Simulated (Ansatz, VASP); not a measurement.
**One calculation of TiSb, two programs**

```
Ti Sb
1.0
     4.11693    0.00000    0.00000
    -2.05847    3.56537    0.00000
     0.00000    0.00000    6.30448
Ti Sb
2 2
Direct
  0.00000 0.00000 0.00000
  0.00000 0.00000 0.50000
  0.33333 0.66667 0.25000
  0.66667 0.33333 0.75000
```

Change from the starting cell: volume scaled by 1.01, crystal datasets.

Alike in both runs: task electric field gradients; functional LDA; k mesh 12 × 12 × 7; occupations fermi-dirac, width 0.03 eV; no spin polarisation.

|  | VASP | Ansatz |
| --- | --- | --- |
| version | VASP 6.6.1 | Ansatz 0.2.0 |
| potentials or method | VASP PAW LDA potentials, release 64 (Ti_sv, Sb), cutoff 520 eV | all-electron PAW with datasets made for the crystal, scalar-relativistic |

VASP gave:

* pressure (GPa): -8.9
* traceless stress, the component that is largest in VASP (GPa): -0.41
* size of Vzz on the site where it differs most (V/Å²): 51.1

Task: Which values does Ansatz return?

Result: Pressure (GPa): -9.1; traceless stress, the component that is largest in VASP (GPa): -0.45; size of Vzz on the site where it differs most (V/Å²): 55.3.

LDA's correlation is that of Perdew and Zunger in VASP and of Perdew and Wang (1992) in Ansatz. Ansatz ran all-electron here, and VASP with PAW potentials.

Spin-orbit coupling is off throughout.
